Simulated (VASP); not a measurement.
# Tc (Fm-3m) in VASP: a series of runs, part 2 of 2

VASP 6.6.1.

**3. Electric field gradients, PBE**

This run uses another cell than the first one, of 14.83 Å³/atom, 1.053 times its volume.

The input, INCAR:

```
SYSTEM = Tc
PREC = Accurate
ENCUT = 520
EDIFF = 1E-8
ISMEAR = -1
SIGMA = 0.03
LREAL = .False.
LASPH = .True.
NELM = 100
ALGO = Normal
ISIF = 2
LWAVE = .False.
LCHARG = .False.
GGA = PE
LEFG = .True.
NBANDS = 12
```

The input, KPOINTS:

```
Automatic mesh
0
Gamma
  18 18 18
  0 0 0
```

The input, POSCAR:

```
Tc
1.0
    0.0000000000      1.9500000000      1.9500000000
    1.9500000000      0.0000000000      1.9500000000
    1.9500000000      1.9500000000      0.0000000000
Tc
1
Direct
    0.0000000000      0.0000000000      0.0000000000
```

Potentials or basis: VASP PAW PBE potentials, release 64 (Tc_pv).

Command:

```sh
cat potpaw_PBE.64/Tc_pv/POTCAR > POTCAR
mpirun -np 1 vasp_std > vasp.out
```

OUTCAR:

```text
SYSTEM = Tc
   PREC = Accurate
   ENCUT = 520
   EDIFF = 1E-8
   ISMEAR = -1
   LREAL = .False.
   LASPH = .True.
   NELM = 100
   ISIF = 2
   GGA = PE

 ion  position               nearest neighbor table
   1  0.000  0.000  0.000-

  LATTYP: Found a face centered cubic cell.
 ALAT       =     3.9000000000

  Lattice vectors:

 A1 = (   0.0000000000,   1.9500000000,   1.9500000000)
 A2 = (   1.9500000000,   0.0000000000,   1.9500000000)
 A3 = (   1.9500000000,   1.9500000000,   0.0000000000)

Analysis of symmetry for initial positions (statically):
=====================================================================
 Subroutine PRICEL returns:
 Original cell was already a primitive cell.

 Routine SETGRP: Setting up the symmetry group for a
 face centered cubic supercell.

 Subroutine GETGRP returns: Found 48 space group operations
 (whereof 48 operations were pure point group operations)
 out of a pool of 48 trial point group operations.

The static configuration has the point symmetry O_h .

Analysis of symmetry for dynamics (positions and initial velocities):
=====================================================================
 Subroutine PRICEL returns:
 Original cell was already a primitive cell.

 Routine SETGRP: Setting up the symmetry group for a
 face centered cubic supercell.

 Subroutine GETGRP returns: Found 48 space group operations
 (whereof 48 operations were pure point group operations)
 out of a pool of 48 trial point group operations.

The dynamic configuration has the point symmetry O_h .

 Subroutine INISYM returns: Found 48 space group operations
 (whereof 48 operations are pure point group operations),
 and found     1 'primitive' translations

----------------------------------------------------------------------------------------

                                     Primitive cell

  volume of cell :      14.8297

  direct lattice vectors                    reciprocal lattice vectors
     0.000000000  1.950000000  1.950000000    -0.256410256  0.256410256  0.256410256
     1.950000000  0.000000000  1.950000000     0.256410256 -0.256410256  0.256410256
     1.950000000  1.950000000  0.000000000     0.256410256  0.256410256 -0.256410256

  length of vectors
     2.757716447  2.757716447  2.757716447     0.444115592  0.444115592  0.444115592

  position of ions in fractional coordinates (direct lattice)
     0.000000000  0.000000000  0.000000000

  ion indices of the primitive-cell ions
   primitive index   ion index
                 1           1

----------------------------------------------------------------------------------------

 KPOINTS: Automatic mesh

Automatic generation of k-mesh.
 Grid dimensions read from file:
 generate k-points for:   18   18   18

 Generating k-lattice:

  Cartesian coordinates                     Fractional coordinates (reciprocal lattice)
    -0.014245014  0.014245014  0.014245014     0.055555556  0.000000000  0.000000000
     0.014245014 -0.014245014  0.014245014     0.000000000  0.055555556  0.000000000
[... 66 lines left out ...]
   POTIM  = 0.5000    time-step for ionic-motion
   TEBEG  =    0.0;   TEEND  =   0.0 temperature during run
   PSTRESS=    0.0 pullay stress
   NELECT =      13.0000    total number of electrons
   NUPDOWN=      -1.0000    fix difference up-down
   EMIN   =  10.00;   EMAX   =-10.00  energy-range for DOS
   EFERMI =   0.00;   METHOD = LEGACY
   ISMEAR =    -1;   SIGMA  =   0.03  broadening in eV -4-tet -1-fermi 0-gaus
   EFERMI_NEDOS =   21; number of points for ismear=-14 and -15
   IALGO  =     38    algorithm
   IMIX   =      4    mixing-type and parameters
     AMIX     =   0.40;   BMIX     =  1.00
     AMIX_MAG =   1.60;   BMIX_MAG =  1.00
  volume/ion in A,a.u.               =      14.83       100.08
  Fermi-wavevector in a.u.,A,eV,Ry     =   1.566792  2.960808 33.400086  2.454837
  Thomas-Fermi vector in A             =   2.669068
   LORBIT       =      0    0 simple, 1 ext, 2 COOP (PROOUT), +10 PAW based schemes
   GGA     = PE    functional components
   LHFCALC =     F    Hartree Fock is set to
   AEXX    =    0.0000 exact exchange contribution
   IVDW    =     0    specifies the selected vdW correction
   LEPSILON=     F    determine dielectric tensor
   LRPA    =     F    only Hartree local field effects (RPA)
 non-spin polarized calculation
  energy-cutoff  :      520.00
  volume of cell :       14.83
 maximum number of plane-waves:       411
 NGX is ok and might be reduce to    24
   NGX = 11   NGY = 11   NGZ = 11

 number of electron      13.0000001 magnetization

 Free energy of the ion-electron system (eV)
  ---------------------------------------------------
  ext. energy  EPLUGINS =         0.00000000
  ---------------------------------------------------
  free energy    TOTEN  =       -10.27512670 eV

  energy without entropy =      -10.27201416  energy(sigma->0) =      -10.27357043

 E-fermi :  12.2187     XC(G=0): -13.5921

 val. band max:       12.2087778904   @ k =   0.1667   0.1111   0.0000
 cond. band min:      12.2443454212   @ k =   0.3889   0.2222   0.0000
 fundamental gap:      0.0355675308
 Fermi energy:        12.2187000210

 k-point     1 :       0.0000    0.0000    0.0000
  band No.  band energies     occupation
      1     -26.1714      2.00000
      2     -26.1714      2.00000
      3     -26.1714      2.00000
      4       4.8840      2.00000
      5      10.5160      2.00000
      6      10.5160      2.00000
      7      10.5160      2.00000
      8      13.0139      0.00000
      9      13.0139      0.00000
     10      26.2640      0.00000
     11      31.6940      0.00000
     12      31.6940      0.00000
[... 331 lines left out ...]
 k-point    24 :      -0.2222    0.0556    0.0000
  band No.  band energies     occupation
      1     -26.7263      2.00000
      2     -26.2811      2.00000
      3     -26.2310      2.00000
      4       6.7739      2.00000
      5       9.9185      2.00000
      6      10.9163      2.00000
      7      11.0042      2.00000
      8      12.7162      0.00000
      9      13.5469      0.00000
     10      26.8975      0.00000
     11      29.0627      0.00000
     12      34.1586      0.00000

 [... further k-points ...]
[... 5 lines left out ...]
  --------------------------------------------------------------------------------------
  -------------------------------------------------------------------------------------
  Total       -0.6315906     -0.6315906     -0.6315906      0.0000000      0.0000000     -0.0000000
  in kB      -68.2358189    -68.2358189    -68.2358189      0.0000000      0.0000000     -0.0000000
  external PRESSURE =     -68.2358189 kB  Pullay stress =       0.0000000 kB

 VOLUME and BASIS-vectors are now :
 -----------------------------------------------------------------------------
  energy-cutoff  :      520.00
  volume of cell :       14.83
      direct lattice vectors                 reciprocal lattice vectors
     0.000000000  1.950000000  1.950000000    -0.256410256  0.256410256  0.256410256
     1.950000000  0.000000000  1.950000000     0.256410256 -0.256410256  0.256410256
     1.950000000  1.950000000  0.000000000     0.256410256  0.256410256 -0.256410256

 POSITION                                       TOTAL-FORCE (eV/Angst)
 -----------------------------------------------------------------------------------
      0.00000      0.00000      0.00000         0.000000      0.000000      0.000000
 -----------------------------------------------------------------------------------
    total drift:                               -0.000000      0.000000     -0.000000

  FREE ENERGIE OF THE ION-ELECTRON SYSTEM (eV)
  ---------------------------------------------------
  free  energy   TOTEN  =       -10.2751266967 eV

  energy  without entropy=      -10.2720141646  energy(sigma->0) =      -10.27357043

 Electric field gradients (V/A^2)
---------------------------------------------------------------------
 ion       V_xx      V_yy      V_zz      V_xy      V_xz      V_yz
---------------------------------------------------------------------
   1       0.000     0.000    -0.000     0.000     0.000     0.000
---------------------------------------------------------------------

 Electric field gradients after diagonalization (V/A^2)
 (convention: |V_zz| > |V_xx| > |V_yy|)
----------------------------------------------------------------------
 ion       V_xx      V_yy      V_zz     asymmetry (V_yy - V_xx)/ V_zz
----------------------------------------------------------------------
   1      -0.000    -0.000     0.000       0.000
----------------------------------------------------------------------

           NMR quadrupolar parameters

 Cq : quadrupolar parameter    Cq=e*Q*V_zz/h
 eta: asymmetry parameters     (V_yy - V_xx)/ V_zz
 Q  : nuclear electric quadrupole moment in mb (millibarn)
----------------------------------------------------------------------
 ion       Cq(MHz)       eta       Q (mb)
----------------------------------------------------------------------
   1       0.000       0.000       1.000
----------------------------------------------------------------------
```

Wall time 24 s (1 thread of Intel Xeon Platinum 8259CL at 2.50GHz (Skylake/Cascade Lake), shared host); peak memory 0.16 GiB.

What came out:

| Item | Value |
| --- | --- |
| Free energy | -10.2751 eV |
| Pressure | -6.8 GPa |

Levels at points of the mesh, in eV from the Fermi level:
| k point | band 4 | band 5 | band 6 | band 7 | band 8 | band 9 | band 10 | band 11 |
| --- | --- | --- | --- | --- | --- | --- | --- | --- |
| (0.00, 0.00, 0.00) | -7.33 | -1.70 | -1.70 | -1.70 | 0.80 | 0.80 | 14.05 | 19.48 |
| (0.50, 0.00, 0.00) | -5.33 | -1.86 | -1.86 | 1.21 | 2.73 | 2.73 | 10.37 | 13.67 |
| (0.50, 0.50, 0.00) | -5.67 | -5.09 | 2.68 | 3.28 | 3.28 | 3.75 | 12.86 | 12.86 |

Caveat: without QUAD_EFG the Cq values of the log hold for a quadrupole moment of 1 mb, not for the nuclei.

**4. Electric field gradients, PBE (volume scaled by 1.05)**

The input, INCAR:

```
SYSTEM = Tc
PREC     = Accurate       ! precision mode
ENCUT    = 520            ! plane-wave cutoff, eV
EDIFF    = 1E-8           ! SCF threshold, eV
ISMEAR   = -1             ! smearing method
SIGMA    = 0.03           ! smearing width, eV
LREAL    = .FALSE.        ! projectors in reciprocal space
LASPH    = .TRUE.         ! aspherical terms in the spheres
NELM     = 80             ! most SCF steps
ALGO     = Normal         ! electronic algorithm
ISIF     = 2              ! what is computed and relaxed
LWAVE    = .FALSE.        ! write WAVECAR
LCHARG   = .FALSE.        ! write CHGCAR
GGA      = PE             ! functional
LEFG     = .TRUE.       
NBANDS   = 12             ! bands
```

The input, KPOINTS:

```
regular mesh
0
G
  18 18 18
  0 0 0
```

The input, POSCAR:

```
Tc
1.0
    0.0000000000      1.9819728958      1.9819728958
    1.9819728958      0.0000000000      1.9819728958
    1.9819728958      1.9819728958      0.0000000000
Tc
1
Direct
    0.0000000000      0.0000000000      0.0000000000
```

Potentials or basis: VASP PAW PBE potentials, release 64 (Tc_pv).

Command:

```sh
cat potpaw_PBE.64/Tc_pv/POTCAR > POTCAR
mpirun -np 1 vasp_std > vasp.out
```

OUTCAR:

```text
SYSTEM = Tc
   PREC = Accurate
   ENCUT = 520
   EDIFF = 1E-8
   ISMEAR = -1
   LREAL = .FALSE.
   LASPH = .TRUE.
   NELM = 80
   ISIF = 2
   GGA = PE

 ion  position               nearest neighbor table
   1  0.000  0.000  0.000-

  LATTYP: Found a face centered cubic cell.
 ALAT       =     3.9639457916

  Lattice vectors:

 A1 = (   0.0000000000,   1.9819728958,   1.9819728958)
 A2 = (   1.9819728958,   0.0000000000,   1.9819728958)
 A3 = (   1.9819728958,   1.9819728958,   0.0000000000)

[... 564 lines left out ...]
    total drift:                               -0.000000      0.000000     -0.000000

  FREE ENERGIE OF THE ION-ELECTRON SYSTEM (eV)
  ---------------------------------------------------
  free  energy   TOTEN  =       -10.2160972810 eV

  energy  without entropy=      -10.2128747770  energy(sigma->0) =      -10.21448603

 Electric field gradients (V/A^2)
---------------------------------------------------------------------
 ion       V_xx      V_yy      V_zz      V_xy      V_xz      V_yz
---------------------------------------------------------------------
   1       0.000    -0.000    -0.000     0.000     0.000     0.000
---------------------------------------------------------------------

 Electric field gradients after diagonalization (V/A^2)
 (convention: |V_zz| > |V_xx| > |V_yy|)
----------------------------------------------------------------------
 ion       V_xx      V_yy      V_zz     asymmetry (V_yy - V_xx)/ V_zz
----------------------------------------------------------------------
   1      -0.000    -0.000     0.001       0.000
----------------------------------------------------------------------

           NMR quadrupolar parameters

 Cq : quadrupolar parameter    Cq=e*Q*V_zz/h
 eta: asymmetry parameters     (V_yy - V_xx)/ V_zz
 Q  : nuclear electric quadrupole moment in mb (millibarn)
----------------------------------------------------------------------
 ion       Cq(MHz)       eta       Q (mb)
----------------------------------------------------------------------
   1       0.000       0.000       1.000
----------------------------------------------------------------------
```

OSZICAR:

```text
N       E                     dE             d eps       ncg     rms          rms(c)
DAV:   1     0.119013627769E+03    0.11901E+03   -0.77677E+03  4704   0.102E+03
DAV:   2    -0.918364370528E+01   -0.12820E+03   -0.12462E+03  5124   0.309E+02
DAV:   3    -0.110025931473E+02   -0.18189E+01   -0.18105E+01  5220   0.425E+01
DAV:   4    -0.110102196443E+02   -0.76265E-02   -0.76261E-02  5072   0.306E+00
DAV:   5    -0.110102794990E+02   -0.59855E-04   -0.59853E-04  5296   0.261E-01    0.145E+01
DAV:   6    -0.102881682847E+02    0.72211E+00   -0.10595E+00  4804   0.134E+01    0.379E+00
DAV:   7    -0.102206164845E+02    0.67552E-01   -0.12700E-01  5212   0.443E+00    0.548E-01
DAV:   8    -0.102160914787E+02    0.45250E-02   -0.42938E-03  4744   0.777E-01    0.110E-01
DAV:   9    -0.102160975336E+02   -0.60549E-05   -0.10183E-04  5572   0.135E-01    0.114E-02
DAV:  10    -0.102160965874E+02    0.94620E-06   -0.44884E-06  4852   0.241E-02    0.261E-03
DAV:  11    -0.102160970335E+02   -0.44608E-06   -0.49994E-08  5472   0.219E-03    0.643E-04
DAV:  12    -0.102160972728E+02   -0.23936E-06   -0.75431E-09  3752   0.966E-04    0.126E-04
DAV:  13    -0.102160972810E+02   -0.82055E-08   -0.27319E-10  2620   0.197E-04
   1 F= -.10216097E+02 E0= -.10214486E+02  d E =-.322250E-02
```

It took 23 s on 1 thread of Intel Xeon Platinum 8259CL at 2.50GHz (Skylake/Cascade Lake), shared host; peak memory 0.16 GiB.

What came out:

| Item | Value |
| --- | --- |
| Free energy | -10.2161 eV |
| Pressure | -18.5 GPa |

Caveat: the cell differs from its parent crystal (volume scaled by 1.05); without QUAD_EFG the Cq values of the log hold for a quadrupole moment of 1 mb, not for the nuclei.

**5. The runs side by side**

```tsv
cell	gap on the mesh (eV)	pressure (GPa)
a = 2.711 Å, angles 60.0°, 1 atom	none	8.7
a = 2.758 Å, angles 60.0°, 1 atom	none	-6.8
a = 2.803 Å, angles 60.0°, 1 atom	none	-18.5
```

Alike in all rows: task electric field gradients; level PBE; potentials or basis VASP PAW PBE potentials, release 64 (Tc_pv); no spin polarisation; k mesh 18 × 18 × 18; cutoff (eV) 520; smearing fermi-dirac 0.03 eV.

Absolute energies hang on the potentials; compare differences alone.
